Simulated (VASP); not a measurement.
# Ta (I4/mmm) in VASP: notebook, part 2 of 2

VASP 6.6.1. The steps go on from the part before.

### Step 3. Single point, PBEsol (strain +0.080 along x and y, -0.080 along z)

The input, INCAR:

```
PREC = Accurate ; ENCUT = 520
EDIFF = 1E-7 ; ISMEAR = 0
SIGMA = 0.15 ; LREAL = False
LASPH = True ; NELM = 100
ALGO = Fast ; ISIF = 2
LWAVE = False ; LCHARG = False
GGA = PS ; NBANDS = 12
```

The input, KPOINTS:

```
regular mesh
0
Gamma
  20 20 20
```

The input, POSCAR:

```
Ta
1.0
   -1.7833824000      1.7833824000      1.5191776000
    1.7833824000     -1.7833824000      1.5191776000
    1.7833824000      1.7833824000     -1.5191776000
Ta
1
Direct
    0.0000000000      0.0000000000      0.0000000000
```

Potentials or basis: VASP PAW PBE potentials, release 64 (Ta_pv).

Started as:

```bash
> cat potpaw_PBE.64/Ta_pv/POTCAR > POTCAR
> mpirun -np 1 vasp_std > vasp.out
```

OUTCAR:

```text
PREC = Accurate
   ENCUT = 520
   EDIFF = 1E-7
   ISMEAR = 0
   LREAL = False
   LASPH = True
   NELM = 100
   ISIF = 2
   GGA = PS

 ion  position               nearest neighbor table
   1  0.000  0.000  0.000-

  LATTYP: Found a body centered tetragonal cell.
 ALAT       =     3.5667648000
 C/A-ratio  =     0.8518518519

  Lattice vectors:

 A1 = (  -1.7833824000,   1.7833824000,   1.5191776000)
 A2 = (   1.7833824000,  -1.7833824000,   1.5191776000)
 A3 = (   1.7833824000,   1.7833824000,  -1.5191776000)

Analysis of symmetry for initial positions (statically):
=====================================================================
 Subroutine PRICEL returns:
 Original cell was already a primitive cell.

 Routine SETGRP: Setting up the symmetry group for a
 body centered tetragonal supercell.

 Subroutine GETGRP returns: Found 16 space group operations
 (whereof 16 operations were pure point group operations)
 out of a pool of 16 trial point group operations.

The static configuration has the point symmetry D_4h.

Analysis of symmetry for dynamics (positions and initial velocities):
=====================================================================
 Subroutine PRICEL returns:
 Original cell was already a primitive cell.

 Routine SETGRP: Setting up the symmetry group for a
 body centered tetragonal supercell.

 Subroutine GETGRP returns: Found 16 space group operations
 (whereof 16 operations were pure point group operations)
 out of a pool of 16 trial point group operations.

The dynamic configuration has the point symmetry D_4h.

 Subroutine INISYM returns: Found 16 space group operations
 (whereof 16 operations are pure point group operations),
 and found     1 'primitive' translations

----------------------------------------------------------------------------------------

                                     Primitive cell

  volume of cell :      19.3267

  direct lattice vectors                    reciprocal lattice vectors
    -1.783382400  1.783382400  1.519177600     0.000000000  0.280366118  0.329125443
     1.783382400 -1.783382400  1.519177600     0.280366118  0.000000000  0.329125443
     1.783382400  1.783382400 -1.519177600     0.280366118  0.280366118  0.000000000

  length of vectors
     2.944283639  2.944283639  2.944283639     0.432352538  0.432352538  0.396497566

  position of ions in fractional coordinates (direct lattice)
     0.000000000  0.000000000  0.000000000

  ion indices of the primitive-cell ions
   primitive index   ion index
                 1           1

----------------------------------------------------------------------------------------

 KPOINTS: regular mesh

Automatic generation of k-mesh.
 Grid dimensions read from file:
 generate k-points for:   20   20   20

 Generating k-lattice:

  Cartesian coordinates                     Fractional coordinates (reciprocal lattice)
     0.000000000  0.014018306  0.016456272     0.050000000  0.000000000  0.000000000
     0.014018306  0.000000000  0.016456272     0.000000000  0.050000000  0.000000000
     0.014018306  0.014018306  0.000000000     0.000000000  0.000000000  0.050000000

  Length of vectors
     0.021617627  0.021617627  0.019824878

  Shift w.r.t. Gamma in fractional coordinates (k-lattice)
     0.000000000  0.000000000  0.000000000

 Subroutine IBZKPT returns following result:
 ===========================================

 Found    641 irreducible k-points:

 Following reciprocal coordinates:
            Coordinates               Weight
  0.000000  0.000000  0.000000      1.000000
  0.050000 -0.000000  0.000000      8.000000
  0.100000 -0.000000  0.000000      8.000000
  0.150000  0.000000  0.000000      8.000000
  0.200000 -0.000000  0.000000      8.000000
  0.250000 -0.000000  0.000000      8.000000
[... 16 lines left out ...]
 -0.400000  0.050000  0.000000     16.000000
 -0.350000  0.050000  0.000000     16.000000
 [... further k-points ...]
   k-points           NKPTS =    641   k-points in BZ     NKDIM =    641   number of bands    NBANDS=     12
   number of dos      NEDOS =    301   number of ions     NIONS =      1
   total plane-waves  NPLWV =  13824
   dimension x,y,z NGX =    24 NGY =   24 NGZ =   24
   dimension x,y,z NGXF=    48 NGYF=   48 NGZF=   48
   ions per type =               1
   NGX,Y,Z   is equivalent  to a cutoff of  13.55, 13.55, 13.55 a.u.
   NGXF,Y,Z  is equivalent  to a cutoff of  27.10, 27.10, 27.10 a.u.
 SYSTEM =  unknown system
   PREC   = accura    normal or accurate (medium, high low for compatibility)
   ISTART =      0    job   : 0-new  1-cont  2-samecut
   ICHARG =      2    charge: 1-file 2-atom 10-const
   ISPIN  =      1    spin polarized calculation?
   LNONCOLLINEAR =      F non collinear calculations
   LSORBIT =      F    spin-orbit coupling
   LASPH  =      T    aspherical Exc in radial PAW
   ENCUT  =  520.0 eV  38.22 Ry    6.18 a.u.   5.47  5.47  5.47*2*pi/ulx,y,z
   NELM   =    100;   NELMIN=  2; NELMDL= -5     # of ELM steps
   EDIFF  = 0.1E-06   stopping-criterion for ELM
   LREAL  =      F    real-space projection
   EDIFFG = 0.1E-05   stopping-criterion for IOM
   NSW    =      0    number of steps for IOM
   IBRION =     -1    ionic relax: 0-MD 1-quasi-New 2-CG
   NFREE  =      0    steps in history (QN), initial steepest desc. (CG)
   ISIF   =      2    stress and relaxation
   ISYM   =      2    0-nonsym 1-usesym 2-fastsym
   POTIM  = 0.5000    time-step for ionic-motion
   TEBEG  =    0.0;   TEEND  =   0.0 temperature during run
   PSTRESS=    0.0 pullay stress
   NELECT =      11.0000    total number of electrons
   NUPDOWN=      -1.0000    fix difference up-down
   EMIN   =  10.00;   EMAX   =-10.00  energy-range for DOS
   EFERMI =   0.00;   METHOD = LEGACY
   ISMEAR =     0;   SIGMA  =   0.15  broadening in eV -4-tet -1-fermi 0-gaus
   EFERMI_NEDOS =   21; number of points for ismear=-14 and -15
   IALGO  =     68    algorithm
   IMIX   =      4    mixing-type and parameters
     AMIX     =   0.40;   BMIX     =  1.00
     AMIX_MAG =   1.60;   BMIX_MAG =  1.00
  volume/ion in A,a.u.               =      19.33       130.42
  Fermi-wavevector in a.u.,A,eV,Ry     =   1.356709  2.563807 25.043674  1.840658
  Thomas-Fermi vector in A             =   2.483689
   LORBIT       =      0    0 simple, 1 ext, 2 COOP (PROOUT), +10 PAW based schemes
   GGA     = PS    functional components
   LHFCALC =     F    Hartree Fock is set to
   AEXX    =    0.0000 exact exchange contribution
   IVDW    =     0    specifies the selected vdW correction
   LEPSILON=     F    determine dielectric tensor
   LRPA    =     F    only Hartree local field effects (RPA)
 non-spin polarized calculation
 RMM-DIIS sequential band-by-band and
 Gauss-broadening in eV      SIGMA  =   0.15
  energy-cutoff  :      520.00
  volume of cell :       19.33
 maximum number of plane-waves:       537
 NGX is ok and might be reduce to    24
   NGX = 11   NGY = 11   NGZ = 11

 number of electron      11.0000001 magnetization

 Free energy of the ion-electron system (eV)
  ---------------------------------------------------
  ext. energy  EPLUGINS =         0.00000000
  ---------------------------------------------------
  free energy    TOTEN  =       -12.41272193 eV

  energy without entropy =      -12.39811919  energy(sigma->0) =      -12.40542056

 E-fermi :   4.8878     XC(G=0): -12.3661

 val. band max:        4.8784010996   @ k =  -0.3000   0.4500   0.1500
 cond. band min:       4.8927458006   @ k =  -0.1000   0.4000   0.1000
 fundamental gap:      0.0143447010
 Fermi energy:         4.8878478938

 k-point     1 :       0.0000    0.0000    0.0000
  band No.  band energies     occupation
      1     -28.5565      2.00000
      2     -28.5565      2.00000
      3     -28.4910      2.00000
      4      -2.8788      2.00000
      5       4.3627      2.00000
      6       6.3983      0.00000
      7       6.3983      0.00000
      8       6.9204      0.00000
      9       9.5957      0.00000
     10      18.7175      0.00000
     11      18.7175      0.00000
     12      21.7892      0.00000
[... 331 lines left out ...]
 k-point    24 :      -0.3500    0.0500    0.0000
  band No.  band energies     occupation
      1     -29.2190      2.00000
      2     -28.7884      2.00000
      3     -28.6032      2.00000
      4       0.3654      2.00000
      5       3.4707      2.00000
      6       4.8181      1.48894
      7       8.5644      0.00000
      8       8.7941      0.00000
      9       9.3897      0.00000
     10      17.2692      0.00000
     11      19.1681      0.00000
     12      20.8411      0.00000

 [... further k-points ...]

------------------------ aborting loop because EDIFF is reached ----------------------------------------

  FORCE on cell =-STRESS in cart. coord.  units (eV):
  Direction    XX          YY          ZZ          XY          YZ          ZX
  --------------------------------------------------------------------------------------
  -------------------------------------------------------------------------------------
  Total       -1.9731192     -1.9731192     -0.9481840      0.0000000     -0.0000000      0.0000000
  in kB     -163.5710375   -163.5710375    -78.6041930      0.0000000     -0.0000000      0.0000000
  external PRESSURE =    -135.2487560 kB  Pullay stress =       0.0000000 kB

 VOLUME and BASIS-vectors are now :
 -----------------------------------------------------------------------------
  energy-cutoff  :      520.00
  volume of cell :       19.33
      direct lattice vectors                 reciprocal lattice vectors
    -1.783382400  1.783382400  1.519177600     0.000000000  0.280366118  0.329125443
     1.783382400 -1.783382400  1.519177600     0.280366118  0.000000000  0.329125443
     1.783382400  1.783382400 -1.519177600     0.280366118  0.280366118  0.000000000

 POSITION                                       TOTAL-FORCE (eV/Angst)
 -----------------------------------------------------------------------------------
      0.00000      0.00000      0.00000         0.000000     -0.000000      0.000000
 -----------------------------------------------------------------------------------
    total drift:                                0.000000      0.000000     -0.000000

  FREE ENERGIE OF THE ION-ELECTRON SYSTEM (eV)
  ---------------------------------------------------
  free  energy   TOTEN  =       -12.4127219327 eV

  energy  without entropy=      -12.3981191925  energy(sigma->0) =      -12.40542056
```

stdout:

```text
POSCAR found type information on POSCAR Ta
 POSCAR found :  1 types and       1 ions
 scaLAPACK will be used
 -----------------------------------------------------------------------------
|                                                                             |
|                                                                             |
|     You enforced a specific xc type in the INCAR file but a different       |
|     I HOPE YOU KNOW WHAT YOU ARE DOING!                                     |
|                                                                             |
 -----------------------------------------------------------------------------

 LDA part: xc-table for (Slater+PW92), standard interpolation
 POSCAR, INCAR and KPOINTS ok, starting setup
 FFT: planning ... GRIDC
 FFT: planning ... GRID_SOFT
 FFT: planning ... GRID
 WAVECAR not read
 entering main loop
WARNING in EDDRMM: call to ZHEGV failed, returncode =   8  4     11
WARNING in EDDRMM: call to ZHEGV failed, returncode =   8  4     11
```

Wall time 3.3 min (1 thread of Intel Xeon 8259CL, shared host); peak memory 0.26 GiB.

What came out:

```yaml
Free_energy: -12.4127 eV
Pressure: -13.5 GPa
Band_gap_on_the_k_mesh: zero (an odd number of electrons rules out a gap without spin polarisation)
```

Caveat: the cell differs from its parent crystal (strain +0.080 along x and y, -0.080 along z); the stress differs along the axes, from -16 to -8 GPa; the PAW data sets were made with another functional, which shifts forces and pressure a little; spin-orbit coupling is left out, which moves the levels of the heavy elements.

### Step 4. Single point, PBEsol (strain +0.000 along x and y, +0.080 along z)

The input, INCAR:

```
SYSTEM = Ta
  PREC = Accurate
  ENCUT = 520
  EDIFF = 1E-6
  ISMEAR = 0
  SIGMA = 0.15
  LREAL = .FALSE.
  LASPH = .TRUE.
  NELM = 100
  ALGO = Fast
  ISIF = 2
  LWAVE = .FALSE.
  LCHARG = .TRUE.
  GGA = PS
  LELF = .TRUE.
  LVHAR = .TRUE.
  NBANDS = 12
```

The input, KPOINTS:

```
regular mesh
0
G
  20 20 20
  0 0 0
```

The input, POSCAR:

```
Ta
1.0
   -1.6512800000      1.6512800000      1.7833824000
    1.6512800000     -1.6512800000      1.7833824000
    1.6512800000      1.6512800000     -1.7833824000
Ta
1
Direct
    0.0000000000      0.0000000000      0.0000000000
```

Potentials or basis: VASP PAW PBE potentials, release 64 (Ta_pv).

Started as:

```bash
> cat potpaw_PBE.64/Ta_pv/POTCAR > POTCAR
> mpirun -np 1 vasp_std > vasp.out
```

OUTCAR:

```text
SYSTEM = Ta
   PREC = Accurate
   ENCUT = 520
   EDIFF = 1E-6
   ISMEAR = 0
   LREAL = .FALSE.
   LASPH = .TRUE.
   NELM = 100
   ISIF = 2
   GGA = PS

 ion  position               nearest neighbor table
   1  0.000  0.000  0.000-

  LATTYP: Found a body centered tetragonal cell.
 ALAT       =     3.3025600000
 C/A-ratio  =     1.0800000000

  Lattice vectors:

 A1 = (  -1.6512800000,   1.6512800000,   1.7833824000)
 A2 = (   1.6512800000,  -1.6512800000,   1.7833824000)
 A3 = (   1.6512800000,   1.6512800000,  -1.7833824000)
[... 541 lines left out ...]

 [... further k-points ...]

------------------------ aborting loop because EDIFF is reached ----------------------------------------

  FORCE on cell =-STRESS in cart. coord.  units (eV):
  Direction    XX          YY          ZZ          XY          YZ          ZX
  --------------------------------------------------------------------------------------
  -------------------------------------------------------------------------------------
  Total       -1.7085670     -1.7085670     -2.4668924      0.0000000     -0.0000000      0.0000000
  in kB     -140.7332393   -140.7332393   -203.1958695      0.0000000     -0.0000000      0.0000000
  external PRESSURE =    -161.5541160 kB  Pullay stress =       0.0000000 kB

 VOLUME and BASIS-vectors are now :
 -----------------------------------------------------------------------------
  energy-cutoff  :      520.00
  volume of cell :       19.45
      direct lattice vectors                 reciprocal lattice vectors
    -1.651280000  1.651280000  1.783382400     0.000000000  0.302795407  0.280366118
     1.651280000 -1.651280000  1.783382400     0.302795407  0.000000000  0.280366118
     1.651280000  1.651280000 -1.783382400     0.302795407  0.302795407  0.000000000

 POSITION                                       TOTAL-FORCE (eV/Angst)
 -----------------------------------------------------------------------------------
      0.00000      0.00000      0.00000         0.000000     -0.000000      0.000000
 -----------------------------------------------------------------------------------
    total drift:                                0.000000      0.000000      0.000000

  FREE ENERGIE OF THE ION-ELECTRON SYSTEM (eV)
  ---------------------------------------------------
  free  energy   TOTEN  =       -12.4400757133 eV

  energy  without entropy=      -12.4234967897  energy(sigma->0) =      -12.43178625
```

OSZICAR:

```text
N       E                     dE             d eps       ncg     rms          rms(c)
DAV:   1     0.596730938155E+02    0.59673E+02   -0.60624E+03 15440   0.863E+02
DAV:   2    -0.119673361387E+02   -0.71640E+02   -0.69857E+02 17244   0.241E+02
DAV:   3    -0.130204174791E+02   -0.10531E+01   -0.10408E+01 18476   0.274E+01
DAV:   4    -0.130236504429E+02   -0.32330E-02   -0.32320E-02 17200   0.168E+00
DAV:   5    -0.130236633153E+02   -0.12872E-04   -0.12872E-04 18640   0.100E-01    0.120E+01
RMM:   6    -0.125672485649E+02    0.45641E+00   -0.32105E-01 16614   0.452E+00    0.559E+00
RMM:   7    -0.124408277968E+02    0.12642E+00   -0.30479E-01 17174   0.426E+00    0.377E-01
RMM:   8    -0.124400506334E+02    0.77716E-03   -0.13097E-02 18206   0.102E+00    0.304E-01
RMM:   9    -0.124400837032E+02   -0.33070E-04   -0.20421E-03 18932   0.372E-01    0.632E-02
RMM:  10    -0.124400669360E+02    0.16767E-04   -0.32284E-04 19176   0.140E-01    0.101E-02
RMM:  11    -0.124400735261E+02   -0.65901E-05   -0.80945E-05 20222   0.579E-02    0.836E-03
RMM:  12    -0.124400748479E+02   -0.13218E-05   -0.14062E-05 18654   0.211E-02    0.223E-02
RMM:  13    -0.124400757133E+02   -0.86543E-06   -0.35351E-06 14280   0.880E-03
   1 F= -.12440076E+02 E0= -.12431786E+02  d E =-.165789E-01
```

Run time: 2.9 min. Hardware: 1 thread of Intel Xeon 8259CL, shared host; peak memory 0.26 GiB.

What came out:

| Item | Value |
| --- | --- |
| Free energy | -12.4401 eV |
| Pressure | -16.2 GPa |
| Band gap on the k mesh | zero (an odd number of electrons rules out a gap without spin polarisation) |

Caveat: the cell differs from its parent crystal (strain +0.000 along x and y, +0.080 along z); the stress differs along the axes, from -20 to -14 GPa; the PAW data sets were made with another functional, which shifts forces and pressure a little; spin-orbit coupling is left out, which moves the levels of the heavy elements.

### Step 5. Summary

```csv
cell,gap on the mesh (eV),pressure (GPa)
"a = 2.900 Å, angles 107.4, 107.4, 113.7°, 1 atom",none,-9.9
"a = 2.944 Å, angles 105.4, 105.4, 117.9°, 1 atom",none,-13.5
"a = 2.938 Å, angles 111.6, 111.6, 105.3°, 1 atom",none,-16.2
```

Alike in all rows: task single point; level PBEsol; potentials or basis VASP PAW PBE potentials, release 64 (Ta_pv); no spin polarisation; k mesh 20 × 20 × 20; cutoff (eV) 520; smearing gaussian 0.15 eV.

Caveats: the PAW data sets were made with another functional, which shifts forces and pressure a little; spin-orbit coupling is left out, which moves the levels of the heavy elements; the stress differs along the axes, from -12 to -6 GPa (at least some runs); the stress differs along the axes, from -16 to -8 GPa (at least some runs); the stress differs along the axes, from -20 to -14 GPa (at least some runs).

Total energies depend on the potentials used, so only differences within one code and one set of settings carry meaning.
